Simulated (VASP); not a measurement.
Write the native input for VASP 6.6.1 that does the following.

```yaml
Task: single point
Functional: PBE
Dispersion: D3(BJ)
Potentials_or_basis: VASP PAW PBE potentials, release 64 (Sn_d, Se)
Cutoff: 520 eV
k_mesh: 12 × 12 × 6
Occupations: gaussian, width 0.03 eV
Spin: no spin polarisation
Dipole_correction: no
Further_INCAR_settings: ALGO = Normal; EDIFF = 1e-06; NBANDS = 20
```

The structure of SnSe2 lies in POSCAR:

```
SnSe2
1.0
    3.8390485956      0.0000000000      0.0000000000
   -1.9195242978      3.3247136102      0.0000000000
    0.0000000000      0.0000000000      6.0116311105
Sn Se
1 2
Direct
    0.0000000000      0.0000000000      0.0249516308
    0.3333333333      0.6666666667      0.2463992250
    0.6666666667      0.3333333333      0.7160932330
```

This cell differs from its parent crystal: atoms displaced along a vibrational mode.

These files were run (other wordings do the same):

INCAR

```
PREC = Accurate
ENCUT = 520
EDIFF = 1E-6
ISMEAR = 0
SIGMA = 0.03
LREAL = F
LASPH = T
NELM = 60
ALGO = Normal
ISIF = 2
LWAVE = F
LCHARG = T
GGA = PE
IVDW = 12
LELF = T
LVHAR = T
NBANDS = 20
```

KPOINTS

```
regular mesh
0
Gamma
  12 12 6
```

Potentials or basis: VASP PAW PBE potentials, release 64 (Sn_d, Se).

Run with:

```bash
$ cat potpaw_PBE.64/Sn_d/POTCAR potpaw_PBE.64/Se/POTCAR > POTCAR
$ mpirun -np 1 vasp_std > vasp.out
```

It gave:

```json
{"Pressure": "1.9 GPa", "Largest force": "3.594 eV/Å", "Band gap on the k mesh": "zero (bands 13 and 14 overlap by 0.06 eV)", "Dispersion energy per atom": "-0.364 eV"}
```

Caveat: the cell differs from its parent crystal (atoms displaced along a vibrational mode); semilocal functionals underestimate gaps, and a narrow one can read as zero; spin-orbit coupling is left out, which moves the levels of the heavy elements; forces of over 1 eV/Å act on the atoms, so gaps and moduli don't describe the material at rest.

It took 62 s on 1 thread of Intel(R) Xeon(R) 6975P-C (Granite Rapids), on a shared host, peak memory 0.31 GiB.
